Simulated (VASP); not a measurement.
The system is ZnO (zincite).

```xyz
4
Lattice="3.2275 0.0000 0.0000 -1.6137 2.7951 0.0000 0.0000 0.0000 5.1708" Properties=species:S:1:pos:R:3 pbc="T T T"
Zn    1.6137    0.9317    0.0000
Zn    0.0000    1.8634    2.5854
O     0.0000    1.8634    4.5452
O     1.6137    0.9317    1.9598
```

This cell differs from its parent crystal: volume scaled by 0.98.

Base run:

```yaml
Program: VASP 6.6.1
Functional: PBE
Potentials_or_basis: VASP PAW PBE potentials, release 64 (Zn, O)
Cutoff: 520 eV
k_mesh: 9 × 9 × 5
Occupations: fermi-dirac, width 0.05 eV
Spin: no spin polarisation
```

Its results: band gap on the k mesh 0.82 eV, direct; pressure 9.2 GPa; largest force 0.081 eV/Å.

Question: The run is repeated on the same cell with these changes: functional from PBE to PBEsol. What comes out?

Answer: Band gap on the k mesh 0.72 eV, direct; pressure 2.5 GPa; largest force 0.073 eV/Å.

PBEsol binds more tightly than PBE, so the same cell stands under less pressure.

Caveats: the PAW data sets were made with another functional, which shifts forces and pressure a little (some runs).

